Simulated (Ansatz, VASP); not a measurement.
## Two plane-wave programs on Te

```
Te
1.0
     5.31221    0.00000    0.00000
    -2.65610    4.60051    0.00000
     0.00000    0.00000    5.90384
Te
3
Direct
  0.22047 0.00000 0.33333
  0.00000 0.22047 0.66667
  0.77953 0.77953 0.00000
```

Alike in both runs: functional BLYP; k mesh 5 × 5 × 3; occupations fermi-dirac, width 0.05 eV; no spin polarisation.

Ansatz relaxed the structure, and its values are those at the end. VASP's run is a single point on that final structure, the one shown.

```csv
,VASP,Ansatz
version,VASP 6.6.1,Ansatz 0.2.0
potentials or method,"VASP PAW PBE potentials, release 64 (Te), cutoff 520 eV","plane waves (420 eV) with PAW, scalar-relativistic"
valence electrons in the cell,18,48
```

```csv
,VASP,Ansatz,Ansatz less VASP
pressure (GPa),0.2,0.0,-0.14
rms of the force components (eV/Å),0.034,0.005,-0.0285
```

VASP's potentials were made for PBE, not for BLYP. The functional is the same, so the differences come from potentials, cutoffs and numerics. VASP's potentials hold 18 valence electrons a cell and Ansatz's 48, so a difference there can come from the potentials and not from the codes.

Spin-orbit coupling is off throughout.
